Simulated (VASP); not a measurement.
# B2SbP3 (P4/mmm) in VASP: further runs, part 2 of 2

VASP 6.6.1. Earlier steps stand in the parts before.

### Step 3. Relaxation of cell and atoms, PBE

This run uses another cell than the first one, of 17.20 Å³/atom.

File INCAR:

```
ALGO = Normal
EDIFF = 1E-6
EDIFFG = -0.01
ENCUT = 600
GGA = PE
IBRION = 2
ISIF = 3
ISMEAR = 0
LASPH = T
LCHARG = F
LREAL = F
LWAVE = F
NELM = 60
NSW = 100
PREC = Accurate
SIGMA = 0.1
```

File KPOINTS:

```
k-points
0
Gamma
  8 8 10
```

File POSCAR:

```
B2SbP3
1.0
    5.2851237655      0.0000000000      0.0000000000
    0.0000000000      5.2851237655      0.0000000000
    0.0000000000      0.0000000000      3.6951243053
B Sb P
2 1 3
Direct
    0.0000000000      0.5000000000      0.0000000000
    0.5000000000      0.0000000000      0.0000000000
    0.0000000000      0.0000000000      0.5000000000
    0.0000000000      0.5000000000      0.5000000000
    0.5000000000      0.0000000000      0.5000000000
    0.5000000000      0.5000000000      0.5000000000
```

Potentials or basis: VASP PAW PBE potentials, release 64 (B, Sb, P).

Launch:

```sh
> cat potpaw_PBE.64/B/POTCAR potpaw_PBE.64/Sb/POTCAR potpaw_PBE.64/P/POTCAR > POTCAR
> mpirun -np 1 vasp_std > vasp.out
```

OUTCAR:

```text
EDIFF = 1E-6
   EDIFFG = -0.01
   ENCUT = 600
   GGA = PE
   IBRION = 2
   ISIF = 3
   ISMEAR = 0
   LASPH = T
   LREAL = F
   NELM = 60
   NSW = 100
   PREC = Accurate

 ion  position               nearest neighbor table
   1  0.000  0.500  0.000-   4 1.85   4 1.85
   2  0.500  0.000  0.000-   5 1.85   5 1.85
   3  0.000  0.000  0.500-   4 2.64   5 2.64   4 2.64   5 2.64
   4  0.000  0.500  0.500-   1 1.85   1 1.85   6 2.64   3 2.64   3 2.64   6 2.64
   5  0.500  0.000  0.500-   2 1.85   2 1.85   6 2.64   3 2.64   6 2.64   3 2.64
   6  0.500  0.500  0.500-   4 2.64   5 2.64   5 2.64   4 2.64

  LATTYP: Found a simple tetragonal cell.
 ALAT       =     5.2851237655
 C/A-ratio  =     0.6991556810

  Lattice vectors:

 A1 = (   5.2851237655,   0.0000000000,   0.0000000000)
 A2 = (   0.0000000000,   5.2851237655,   0.0000000000)
 A3 = (   0.0000000000,   0.0000000000,   3.6951243053)

Analysis of symmetry for initial positions (statically):
=====================================================================
 Subroutine PRICEL returns:
 Original cell was already a primitive cell.

 Routine SETGRP: Setting up the symmetry group for a
 simple tetragonal supercell.

 Subroutine GETGRP returns: Found 16 space group operations
 (whereof 16 operations were pure point group operations)
 out of a pool of 16 trial point group operations.

The static configuration has the point symmetry D_4h.

Analysis of symmetry for dynamics (positions and initial velocities):
=====================================================================
 Subroutine PRICEL returns:
 Original cell was already a primitive cell.

 Routine SETGRP: Setting up the symmetry group for a
 simple tetragonal supercell.

 Subroutine GETGRP returns: Found 16 space group operations
 (whereof 16 operations were pure point group operations)
 out of a pool of 16 trial point group operations.

The dynamic configuration has the point symmetry D_4h.

 Subroutine INISYM returns: Found 16 space group operations
 (whereof 16 operations are pure point group operations),
[... 128 lines left out ...]
   LORBIT       =      0    0 simple, 1 ext, 2 COOP (PROOUT), +10 PAW based schemes
   GGA     = PE    functional components
   LHFCALC =     F    Hartree Fock is set to
   AEXX    =    0.0000 exact exchange contribution
   IVDW    =     0    specifies the selected vdW correction
   LEPSILON=     F    determine dielectric tensor
   LRPA    =     F    only Hartree local field effects (RPA)
 conjugate gradient relaxation of ions
 non-spin polarized calculation
 Gauss-broadening in eV      SIGMA  =   0.10
  energy-cutoff  :      600.00
  volume of cell :      103.21
 maximum number of plane-waves:      3468
   NGX = 21   NGY = 21   NGZ = 15

--------------------------------------- Ionic step        1  -------------------------------------------

 number of electron      25.9999998 magnetization

 Free energy of the ion-electron system (eV)
  ---------------------------------------------------
  ext. energy  EPLUGINS =         0.00000000
  ---------------------------------------------------
  free energy    TOTEN  =       -26.77137070 eV

  energy without entropy =      -26.75346517  energy(sigma->0) =      -26.76241794

------------------------ aborting loop because EDIFF is reached ----------------------------------------

  FORCE on cell =-STRESS in cart. coord.  units (eV):
  Direction    XX          YY          ZZ          XY          YZ          ZX
  --------------------------------------------------------------------------------------
  -------------------------------------------------------------------------------------
  Total        0.4707188      0.4707188      0.9668596      0.0000000     -0.0000000      0.0000000
  in kB        7.3068935      7.3068935     15.0084077      0.0000000     -0.0000000      0.0000000
  external PRESSURE =       9.8740649 kB  Pullay stress =       0.0000000 kB
[... 67 lines left out ...]
--------------------------------------- Ionic step        3  -------------------------------------------

 number of electron      25.9999997 magnetization

 Free energy of the ion-electron system (eV)
  ---------------------------------------------------
  ext. energy  EPLUGINS =         0.00000000
  ---------------------------------------------------
  free energy    TOTEN  =       -26.77579072 eV

  energy without entropy =      -26.75792905  energy(sigma->0) =      -26.76685989

 E-fermi :   6.3805     XC(G=0): -10.0607

 val. band max:        6.3797749475   @ k =   0.5000   0.5000   0.2000
 cond. band min:       6.3819239673   @ k =   0.5000   0.5000   0.5000
 fundamental gap:      0.0021490197
 Fermi energy:         6.3804935220

 k-point     1 :       0.0000    0.0000    0.0000
  band No.  band energies     occupation
      1      -8.2741      2.00000
      2      -6.0730      2.00000
      3      -3.1018      2.00000
      4      -0.8068      2.00000
      5      -0.7671      2.00000
      6      -0.7671      2.00000
[... 457 lines left out ...]
      4      -3.2478      2.00000
      5       0.0023      2.00000
      6       0.0387      2.00000
[... 9 lines left out ...]
     16       7.7802      0.00000
     17       8.4939      0.00000

 [... further k-points ...]
[... 5 lines left out ...]
  --------------------------------------------------------------------------------------
  -------------------------------------------------------------------------------------
  Total       -0.0443502     -0.0443502      0.0447601      0.0000000     -0.0000000      0.0000000
  in kB       -0.6800057     -0.6800057      0.6862906      0.0000000     -0.0000000      0.0000000
  external PRESSURE =      -0.2245736 kB  Pullay stress =       0.0000000 kB
[... 21 lines left out ...]
  FREE ENERGIE OF THE ION-ELECTRON SYSTEM (eV)
  ---------------------------------------------------
  free  energy   TOTEN  =       -26.7757907230 eV

  energy  without entropy=      -26.7579290513  energy(sigma->0) =      -26.76685989

 reached required accuracy - stopping structural energy minimisation
```

OSZICAR:

```text
N       E                     dE             d eps       ncg     rms          rms(c)
DAV:   1     0.119026958687E+03    0.11903E+03   -0.11684E+04  3060   0.145E+03
[... 24 lines left out ...]
       N       E                     dE             d eps       ncg     rms          rms(c)
DAV:   1    -0.267762434627E+02   -0.70435E-03   -0.11143E-02  3319   0.610E-01    0.114E-01
DAV:   2    -0.267758728392E+02    0.37062E-03   -0.16069E-03  3935   0.194E-01    0.549E-02
DAV:   3    -0.267758111314E+02    0.61708E-04   -0.26892E-04  3975   0.772E-02    0.290E-02
DAV:   4    -0.267757916856E+02    0.19446E-04   -0.55312E-05  3798   0.366E-02    0.115E-02
DAV:   5    -0.267757902157E+02    0.14699E-05   -0.71000E-06  3364   0.154E-02    0.768E-03
DAV:   6    -0.267757907230E+02   -0.50728E-06   -0.60598E-07  1708   0.462E-03
   3 F= -.26775791E+02 E0= -.26766860E+02  d E =-.442002E-02
```

It took 6.7 min on 1 thread of AMD EPYC 7R13, shared host; peak memory 0.35 GiB.

What came out:

| Property | Result |
| --- | --- |
| Free energy | -26.7758 eV |
| Relaxed volume | 17.42 Å³/atom |
| Relaxed cell | a = 5.301 Å, b = 5.301 Å, c = 3.718 Å, α = 90.00°, β = 90.00°, γ = 90.00° |
| Space group after relaxing (to 0.1 Å) | P4/mmm (No. 123) |
| Energy gained by relaxing | 0.7 meV/atom |
| Ionic steps | 3 |
| Pressure after relaxing | 0.0 GPa |
| Band gap on the k mesh | zero (bands 13 and 14 overlap by 1.98 eV) |

Stress tensor (GPa, compression positive):
```
-0.07  0.00  0.00
 0.00 -0.07  0.00
 0.00  0.00  0.07
```

The path:
| step | energy change (eV) | largest force (eV/Å) | pressure (GPa) | volume (Å³) |
| --- | --- | --- | --- | --- |
| 1 | 0.0000 | 0.0000 | 0.99 | 103.21 |
| 2 | -0.0042 | 0.0000 | -0.26 | 104.81 |
| 3 | -0.0044 | 0.0000 | -0.02 | 104.49 |

Final structure:
```cif
data_structure
_symmetry_space_group_name_H-M 'P 1'
_symmetry_Int_Tables_number 1
_cell_length_a 5.3012
_cell_length_b 5.3012
_cell_length_c 3.7183
_cell_angle_alpha 90.000
_cell_angle_beta 90.000
_cell_angle_gamma 90.000
_cell_volume 104.49
loop_
_atom_site_label
_atom_site_type_symbol
_atom_site_fract_x
_atom_site_fract_y
_atom_site_fract_z
_atom_site_occupancy
B1 B 0.00000 0.50000 0.00000 1
B2 B 0.50000 0.00000 0.00000 1
Sb1 Sb 0.00000 0.00000 0.50000 1
P1 P 0.00000 0.50000 0.50000 1
P2 P 0.50000 0.00000 0.50000 1
P3 P 0.50000 0.50000 0.50000 1
```

Caveat: spin-orbit coupling is left out, which moves the levels of the heavy elements.
